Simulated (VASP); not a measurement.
# MgO (P-6m2) in VASP: notebook

The runs below take MgO through single point, with PBE.

Program: VASP 6.6.1. These are calculated values, not measurements. Logs are shortened: lines on timing, memory, paths and dates and some standing lists are left out, and cuts for length are marked.

**1. The cell of the first run**

It takes space group P-6m2 (No. 187, hexagonal). Conventional cell: a = 3.101 Å, b = 3.101 Å, c = 2.405 Å, α = 90.00°, β = 90.00°, γ = 120.00°. Mg (site symmetry -6m2) has 6 O at 2.16 Å and 2 Mg at 2.40 Å within 2.9 Å. Within 2.9 Å of O (site symmetry -6m2) lie 6 Mg at 2.16 Å and 2 O at 2.40 Å.

**2. Single point, PBE**

INCAR reads:

```
ALGO = Normal
EDIFF = 1E-6
ENCUT = 520
GGA = PE
ISIF = 2
ISMEAR = 0
LASPH = True
LCHARG = False
LREAL = False
LWAVE = False
NBANDS = 11
NELM = 80
PREC = Accurate
SIGMA = 0.05
```

KPOINTS reads:

```
k-points
0
Gamma
  12 12 10
```

POSCAR reads:

```
MgO
1.0
    3.1012593483      0.0000000000      0.0000000000
   -1.5506296742      2.6857693793      0.0000000000
    0.0000000000      0.0000000000      2.4046190415
Mg O
1 1
Direct
    0.0000000000      0.0000000000      0.0000000000
    0.3333333333      0.6666666667      0.5000000000
```

Potentials or basis: VASP PAW PBE potentials, release 64 (Mg, O).

Run with:

```console
$ cat potpaw_PBE.64/Mg/POTCAR potpaw_PBE.64/O/POTCAR > POTCAR
$ mpirun -np 1 vasp_std > vasp.out
```

OUTCAR:

```text
EDIFF = 1E-6
   ENCUT = 520
   GGA = PE
   ISIF = 2
   ISMEAR = 0
   LASPH = True
   LREAL = False
   NELM = 80
   PREC = Accurate

 ion  position               nearest neighbor table
   1  0.000  0.000  0.000-   2 2.16   2 2.16   2 2.16   2 2.16   2 2.16   2 2.16
   2  0.333  0.667  0.500-   1 2.16   1 2.16   1 2.16   1 2.16   1 2.16   1 2.16

  LATTYP: Found a hexagonal cell.
 ALAT       =     3.1012593483
 C/A-ratio  =     0.7753685750

  Lattice vectors:

 A1 = (   3.1012593483,   0.0000000000,   0.0000000000)
 A2 = (  -1.5506296742,   2.6857693793,   0.0000000000)
 A3 = (   0.0000000000,   0.0000000000,   2.4046190415)

Analysis of symmetry for initial positions (statically):
=====================================================================
 Subroutine PRICEL returns:
 Original cell was already a primitive cell.

 Routine SETGRP: Setting up the symmetry group for a
 hexagonal supercell.

 Subroutine GETGRP returns: Found 12 space group operations
 (whereof 12 operations were pure point group operations)
 out of a pool of 24 trial point group operations.

The static configuration has the point symmetry D_3h.

Analysis of symmetry for dynamics (positions and initial velocities):
=====================================================================
 Subroutine PRICEL returns:
 Original cell was already a primitive cell.

 Routine SETGRP: Setting up the symmetry group for a
 hexagonal supercell.

 Subroutine GETGRP returns: Found 12 space group operations
 (whereof 12 operations were pure point group operations)
 out of a pool of 24 trial point group operations.

The dynamic configuration has the point symmetry D_3h.

 Subroutine INISYM returns: Found 12 space group operations
 (whereof 12 operations are pure point group operations),
 and found     1 'primitive' translations

----------------------------------------------------------------------------------------

                                     Primitive cell

  volume of cell :      20.0287

  direct lattice vectors                    reciprocal lattice vectors
     3.101259348  0.000000000  0.000000000     0.322449653  0.186166394  0.000000000
    -1.550629674  2.685769379  0.000000000     0.000000000  0.372332788  0.000000000
     0.000000000  0.000000000  2.404619042     0.000000000  0.000000000  0.415866290

  length of vectors
     3.101259348  3.101259348  2.404619042     0.372332788  0.372332788  0.415866290

  position of ions in fractional coordinates (direct lattice)
     0.000000000  0.000000000  0.000000000
     0.333333333  0.666666667  0.500000000

  ion indices of the primitive-cell ions
   primitive index   ion index
                 1           1
                 2           2

----------------------------------------------------------------------------------------

 KPOINTS: k-points

Automatic generation of k-mesh.
 Grid dimensions read from file:
 generate k-points for:   12   12   10

 Generating k-lattice:

  Cartesian coordinates                     Fractional coordinates (reciprocal lattice)
     0.026870804  0.015513866  0.000000000     0.083333333 -0.000000000  0.000000000
     0.000000000  0.031027732  0.000000000     0.000000000  0.083333333  0.000000000
     0.000000000  0.000000000  0.041586629     0.000000000  0.000000000  0.100000000

  Length of vectors
     0.031027732  0.031027732  0.041586629

  Shift w.r.t. Gamma in fractional coordinates (k-lattice)
     0.000000000  0.000000000  0.000000000

 Subroutine IBZKPT returns following result:
 ===========================================

 Found    114 irreducible k-points:

 Following reciprocal coordinates:
            Coordinates               Weight
  0.000000  0.000000  0.000000      1.000000
  0.083333  0.000000  0.000000      6.000000
  0.166667 -0.000000  0.000000      6.000000
  0.250000  0.000000  0.000000      6.000000
  0.333333  0.000000  0.000000      6.000000
  0.416667  0.000000  0.000000      6.000000
[... 16 lines left out ...]
  0.250000  0.000000  0.100000     12.000000
  0.333333  0.000000  0.100000     12.000000
 [... further k-points ...]
   k-points           NKPTS =    114   k-points in BZ     NKDIM =    114   number of bands    NBANDS=     11
   number of dos      NEDOS =    301   number of ions     NIONS =      2
   total plane-waves  NPLWV =  10368
   dimension x,y,z NGX =    24 NGY =   24 NGZ =   18
   dimension x,y,z NGXF=    48 NGYF=   48 NGZF=   36
   ions per type =               1   1
   NGX,Y,Z   is equivalent  to a cutoff of  12.87, 12.87, 12.44 a.u.
   NGXF,Y,Z  is equivalent  to a cutoff of  25.73, 25.73, 24.89 a.u.
 SYSTEM =  unknown system
   PREC   = accura    normal or accurate (medium, high low for compatibility)
   ISTART =      0    job   : 0-new  1-cont  2-samecut
   ICHARG =      2    charge: 1-file 2-atom 10-const
   ISPIN  =      1    spin polarized calculation?
   LNONCOLLINEAR =      F non collinear calculations
   LSORBIT =      F    spin-orbit coupling
   LASPH  =      T    aspherical Exc in radial PAW
   ENCUT  =  520.0 eV  38.22 Ry    6.18 a.u.   5.77  5.77  4.47*2*pi/ulx,y,z
   NELM   =     80;   NELMIN=  2; NELMDL= -5     # of ELM steps
   EDIFF  = 0.1E-05   stopping-criterion for ELM
   LREAL  =      F    real-space projection
   EDIFFG = 0.1E-04   stopping-criterion for IOM
   NSW    =      0    number of steps for IOM
   IBRION =     -1    ionic relax: 0-MD 1-quasi-New 2-CG
   NFREE  =      0    steps in history (QN), initial steepest desc. (CG)
   ISIF   =      2    stress and relaxation
   ISYM   =      2    0-nonsym 1-usesym 2-fastsym
   POTIM  = 0.5000    time-step for ionic-motion
   TEBEG  =    0.0;   TEEND  =   0.0 temperature during run
   PSTRESS=    0.0 pullay stress
   NELECT =       8.0000    total number of electrons
   NUPDOWN=      -1.0000    fix difference up-down
   EMIN   =  10.00;   EMAX   =-10.00  energy-range for DOS
   EFERMI =   0.00;   METHOD = LEGACY
   ISMEAR =     0;   SIGMA  =   0.05  broadening in eV -4-tet -1-fermi 0-gaus
   EFERMI_NEDOS =   21; number of points for ismear=-14 and -15
   IALGO  =     38    algorithm
   IMIX   =      4    mixing-type and parameters
     AMIX     =   0.40;   BMIX     =  1.00
     AMIX_MAG =   1.60;   BMIX_MAG =  1.00
  volume/ion in A,a.u.               =      10.01        67.58
  Fermi-wavevector in a.u.,A,eV,Ry     =   1.205648  2.278344 19.777247  1.453587
  Thomas-Fermi vector in A             =   2.341338
   LORBIT       =      0    0 simple, 1 ext, 2 COOP (PROOUT), +10 PAW based schemes
   GGA     = PE    functional components
   LHFCALC =     F    Hartree Fock is set to
   AEXX    =    0.0000 exact exchange contribution
   IVDW    =     0    specifies the selected vdW correction
   LEPSILON=     F    determine dielectric tensor
   LRPA    =     F    only Hartree local field effects (RPA)
 non-spin polarized calculation
 Gauss-broadening in eV      SIGMA  =   0.05
  energy-cutoff  :      520.00
  volume of cell :       20.03
 maximum number of plane-waves:       552
 NGX is ok and might be reduce to    24
   NGX = 11   NGY = 11   NGZ =  9

 number of electron       7.9999992 magnetization

 Free energy of the ion-electron system (eV)
  ---------------------------------------------------
  ext. energy  EPLUGINS =         0.00000000
  ---------------------------------------------------
  free energy    TOTEN  =       -10.63218215 eV

  energy without entropy =      -10.63218215  energy(sigma->0) =      -10.63218215

 E-fermi :   5.1083     XC(G=0): -10.6972

 val. band max:        4.7797796526   @ k =   0.3333   0.3333   0.0000
 cond. band min:       6.0297700567   @ k =   0.0000   0.0000   0.0000
 fundamental gap:      1.2499904041
 Fermi energy:         5.1083063774

 k-point     1 :       0.0000    0.0000    0.0000
  band No.  band energies     occupation
      1     -14.1551      2.00000
      2       1.9884      2.00000
      3       1.9884      2.00000
      4       4.6088      2.00000
      5       6.0298      0.00000
      6      16.2736      0.00000
      7      16.6232      0.00000
      8      16.6232      0.00000
      9      22.7042      0.00000
     10      25.9285      0.00000
     11      25.9285      0.00000

 k-point     2 :       0.0833    0.0000    0.0000
  band No.  band energies     occupation
      1     -14.1070      2.00000
      2       1.5540      2.00000
      3       1.9424      2.00000
      4       4.6186      2.00000
      5       6.5075      0.00000
      6      15.0343      0.00000
      7      16.8242      0.00000
      8      17.6858      0.00000
      9      23.1139      0.00000
     10      25.9820      0.00000
     11      26.0011      0.00000

 k-point     3 :       0.1667   -0.0000    0.0000
  band No.  band energies     occupation
      1     -13.9719      2.00000
      2       0.6448      2.00000
      3       1.8203      2.00000
      4       4.6455      2.00000
      5       7.5202      0.00000
      6      13.7519      0.00000
      7      17.3856      0.00000
      8      18.5603      0.00000
      9      23.7690      0.00000
     10      26.1650      0.00000
     11      26.7329      0.00000

 k-point     4 :       0.2500    0.0000    0.0000
  band No.  band energies     occupation
      1     -13.7790      2.00000
      2      -0.3061      2.00000
      3       1.6610      2.00000
      4       4.6829      2.00000
      5       8.5279      0.00000
      6      12.8535      0.00000
      7      18.1827      0.00000
      8      19.0593      0.00000
      9      24.0308      0.00000
     10      26.5433      0.00000
     11      27.3326      0.00000
[... 239 lines left out ...]
 k-point    22 :       0.1667   -0.0000    0.1000
  band No.  band energies     occupation
      1     -13.8447      2.00000
      2       0.7568      2.00000
      3       1.9051      2.00000
      4       3.8742      2.00000
      5       7.8972      0.00000
      6      13.9281      0.00000
      7      17.5437      0.00000
      8      18.6583      0.00000
      9      23.6014      0.00000
     10      25.5004      0.00000
     11      25.6063      0.00000

 k-point    23 :       0.2500    0.0000    0.1000
  band No.  band energies     occupation
      1     -13.6570      2.00000
      2      -0.1711      2.00000
      3       1.7457      2.00000
      4       3.9764      2.00000
      5       8.8279      0.00000
      6      13.0146      0.00000
      7      18.3070      0.00000
      8      19.2279      0.00000
      9      23.0042      0.00000
     10      25.8200      0.00000
     11      27.1480      0.00000

 k-point    24 :       0.3333    0.0000    0.1000
  band No.  band energies     occupation
      1     -13.4584      2.00000
      2      -0.9495      2.00000
      3       1.5940      2.00000
      4       4.0620      2.00000
      5       9.3897      0.00000
      6      12.7025      0.00000
      7      19.0794      0.00000
      8      19.4026      0.00000
      9      22.7061      0.00000
     10      26.4710      0.00000
     11      28.0360      0.00000

 [... further k-points ...]
[... 5 lines left out ...]
  --------------------------------------------------------------------------------------
  -------------------------------------------------------------------------------------
  Total       -2.9777383     -2.9777383      8.2663281      0.0000000     -0.0000000      0.0000000
  in kB     -238.2012464   -238.2012464    661.2567771      0.0000000     -0.0000000      0.0000000
  external PRESSURE =      61.6180948 kB  Pullay stress =       0.0000000 kB

 VOLUME and BASIS-vectors are now :
 -----------------------------------------------------------------------------
  energy-cutoff  :      520.00
  volume of cell :       20.03
      direct lattice vectors                 reciprocal lattice vectors
     3.101259348  0.000000000  0.000000000     0.322449653  0.186166394  0.000000000
    -1.550629674  2.685769379  0.000000000     0.000000000  0.372332788  0.000000000
     0.000000000  0.000000000  2.404619042     0.000000000  0.000000000  0.415866290

 POSITION                                       TOTAL-FORCE (eV/Angst)
 -----------------------------------------------------------------------------------
      0.00000      0.00000      0.00000         0.000000      0.000000      0.000000
     -0.00000      1.79051      1.20231        -0.000000      0.000000      0.000000
 -----------------------------------------------------------------------------------
    total drift:                                0.000000     -0.000000     -0.000000

  FREE ENERGIE OF THE ION-ELECTRON SYSTEM (eV)
  ---------------------------------------------------
  free  energy   TOTEN  =       -10.6321821484 eV

  energy  without entropy=      -10.6321821484  energy(sigma->0) =      -10.63218215
```

It took 16 s on 1 thread of Intel Xeon 8259CL, shared host; peak memory 0.15 GiB.

Results:

```yaml
Free_energy: -10.6322 eV
Pressure: 6.2 GPa
Band_gap_on_the_k_mesh: 1.25 eV, indirect (least direct gap 1.42 eV)
```

 A k mesh can miss the band edges.

(Part 1 of 2 ends here.)
